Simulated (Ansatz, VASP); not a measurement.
## CoSi2 in VASP and in Ansatz

```
Co Si
1.0
     4.06618    0.00000    0.00000
    -2.03309    3.52142    0.00000
     0.00000    0.00000    2.47043
Co Si
1 2
Cartesian
  0.0000 0.0000 0.0000
  0.0000 2.3476 1.2352
  2.0331 1.1738 1.2352
```

Change from the starting cell: volume scaled by 0.94, LAPW.

Alike in both runs: task single point; functional PBE; k mesh 10 × 10 × 8; occupations fermi-dirac, width 0.08 eV; no spin polarisation.

|  | VASP | Ansatz |
| --- | --- | --- |
| version | VASP 6.6.1 | Ansatz 0.2.0 |
| potentials or method | VASP PAW PBE potentials, release 64 (Co, Si), cutoff 520 eV | all-electron LAPW, scalar-relativistic |

|  | VASP | Ansatz | Ansatz less VASP |
| --- | --- | --- | --- |
| pressure (GPa) | 10.3 | 10.3 | +0.06 |

Ansatz ran all-electron here, and VASP with PAW potentials.
